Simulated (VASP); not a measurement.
Input of a VASP 6.6.1 run:

File INCAR:

```
SYSTEM = PbO
PREC     = Accurate       ! precision mode
ENCUT    = 600            ! plane-wave cutoff, eV
EDIFF    = 1E-6           ! SCF threshold, eV
ISMEAR   = -1             ! smearing method
SIGMA    = 0.05           ! smearing width, eV
LREAL    = .False.        ! projectors in reciprocal space
LASPH    = .True.         ! aspherical terms in the spheres
NELM     = 120            ! most SCF steps
ALGO     = Normal         ! electronic algorithm
ISIF     = 2              ! what is computed and relaxed
LWAVE    = .False.        ! write WAVECAR
LCHARG   = .True.         ! write CHGCAR
GGA      = PE             ! functional
LELF     = .True.         ! ELF
LVHAR    = .True.       
NBANDS   = 17             ! bands
GGA_COMPAT= .False.
```

The input KPOINTS:

```
regular mesh
0
Gamma
  3 3 3
  0 0 0
```

Contents of POSCAR:

```
PbO
1.0
    0.0000000000      2.5000000000      2.5000000000
    2.5000000000      0.0000000000      2.5000000000
    2.5000000000      2.5000000000      0.0000000000
Pb O
1 1
Direct
    0.0000000000      0.0000000000      0.0000000000
    0.4000000000      0.4000000000     -0.4000000000
```

Potentials or basis: VASP PAW PBE potentials, release 64 (Pb_d, O).

Command:

```bash
$ cat potpaw_PBE.64/Pb_d/POTCAR potpaw_PBE.64/O/POTCAR > POTCAR
$ mpirun -np 1 vasp_std > vasp.out
```

Estimate the pressure.

28.7 GPa.

What does it give for the band gap on the k mesh?

3.50 eV, indirect (least direct gap 3.56 eV).

Estimate the largest force.

3.613 eV/Å.

Stress tensor (GPa, compression positive):
```
17.22  0.00  0.00
 0.00 17.22  0.00
 0.00  0.00 51.56
```

Caveat: the k points lie up to 0.73 Å⁻¹ apart; spin-orbit coupling is left out, which moves the levels of the heavy elements; forces of over 1 eV/Å act on the atoms, so gaps and moduli don't describe the material at rest. A k mesh can miss the band edges.
